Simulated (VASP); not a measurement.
The system is BaTiO3.

```
CELL_PARAMETERS angstrom
3.93808 0.00000 0.00000
0.00000 3.93808 0.00000
0.00000 0.00000 3.98950
ATOMIC_POSITIONS crystal
Ba 0.00000 0.00000 0.00107
Ti 0.50000 0.50000 0.48711
O 0.50000 0.50000 0.02195
O 0.50000 0.00000 0.51643
O 0.00000 0.50000 0.51643
```

Base run:

- Program: VASP 6.6.1
- Functional: PBE
- Potentials or basis: VASP PAW PBE potentials, release 64 (Ba_sv, Ti_sv, O_h)
- Cutoff: 910 eV
- k mesh: 4 × 4 × 4
- Occupations: fermi-dirac, width 0.05 eV
- Spin: no spin polarisation

Its results: band gap on the k mesh 1.85 eV, indirect (least direct gap 2.16 eV); pressure 11.4 GPa; largest force 0.035 eV/Å.

Problem. The run is repeated on the same cell with these changes: potentials or basis from VASP PAW PBE potentials, release 64 (Ba_sv, Ti_sv, O_h) to VASP PAW PBE potentials, release 64 (Ba_sv, Ti_sv, O); cutoff from 910 eV to 520 eV; further incar settings from ALGO = Normal; EDIFF = 1e-06; NBANDS = 28 to ALGO = Normal; EDIFF = 1e-07; NBANDS = 28. What comes out?

Solution. Band gap on the k mesh 1.85 eV, indirect (least direct gap 2.16 eV); pressure 12.0 GPa; largest force 0.050 eV/Å.

Caveats: spin-orbit coupling is left out, which moves the levels of the heavy elements; the cutoff is under 1.25 times the usual one of these potentials, so pressure, stress and relaxed cells hold a basis-set (Pulay) error (some runs).

A k mesh can miss the band edges.
